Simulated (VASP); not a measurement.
Runs of VASP 6.6.1 on Tl. The structure is that of space group Im-3m (No. 229), or close to it. The cells are those of the table. This isn't the form of Tl at room conditions, which is hcp.

```tsv
cell	gap on the mesh (eV)	pressure (GPa)
a = 3.412 Å, angles 109.5°, 1 atom	none	-2.2
a = 3.295 Å, angles 109.1, 109.1, 110.3°, 1 atom	none	(b)
a = 3.278 Å, angles 109.9, 109.9, 108.6°, 1 atom	none	2.1
a = 3.261 Å, angles 109.5°, 1 atom	none	(a)
a = 3.311 Å, angles 109.5°, 1 atom	none	0.8
```

Alike in all rows: task single point; level PBEsol; potentials or basis VASP PAW PBE potentials, release 64 (Tl_d); no spin polarisation; k mesh 18 × 18 × 18; cutoff (eV) 520; smearing gaussian 0.15 eV.

**Question.** Estimate the missing entries.

**Answer.** (a) 2.9; (b) 1.4.

Caveats: the PAW data sets were made with another functional, which shifts forces and pressure a little; spin-orbit coupling is left out, which moves the levels of the heavy elements.

A k mesh can miss the band edges, and the runs leave out spin-orbit coupling on Tl.

A gap of «none» marks levels without a gap at the run's occupations.
